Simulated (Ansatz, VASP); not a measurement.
Si: VASP beside Ansatz

```
Si
1.0
     3.87820    0.00000    0.00000
    -1.93910    3.35862    0.00000
     0.00000    0.00000   12.74867
Si
8
Direct
  0.00000 0.00000 0.00055
  0.33333 0.66667 0.24967
  0.00000 0.00000 0.50055
  0.66667 0.33333 0.74967
  0.00000 0.00000 0.18695
  0.33333 0.66667 0.43783
  0.00000 0.00000 0.68695
  0.66667 0.33333 0.93783
```

Alike in both runs: task single point; functional r2SCAN; k mesh 6 × 6 × 2; no spin polarisation.

|  | VASP | Ansatz |
| --- | --- | --- |
| version | VASP 6.6.1 | Ansatz 0.2.0 |
| potentials or method | VASP PAW PBE potentials, release 64 (Si) | plane waves, PAW |
| plane-wave cutoff (eV) | 520 | 500 |
| occupations | gaussian, width 0.01 eV | fixed |
| valence electrons in the cell | 32 | 32 |

Ansatz gave:

| Property | Result |
| --- | --- |
| gap on the k mesh at the Fermi level (eV) | 0.82 |
| pressure (GPa) | -2.7 |
| traceless stress, the component that is largest in VASP (GPa) | -0.15 |
| rms of the force components (eV/Å) | 0.007 |

Task: Which values does VASP return?

Result: gap on the k mesh at the Fermi level (eV): 0.83; pressure (GPa): -2.9; traceless stress, the component that is largest in VASP (GPa): -0.15; rms of the force components (eV/Å): 0.008.

VASP's potentials were made for PBE, not for r2SCAN. Atom by atom the forces differ by 0.000 eV/Å (rms over components).
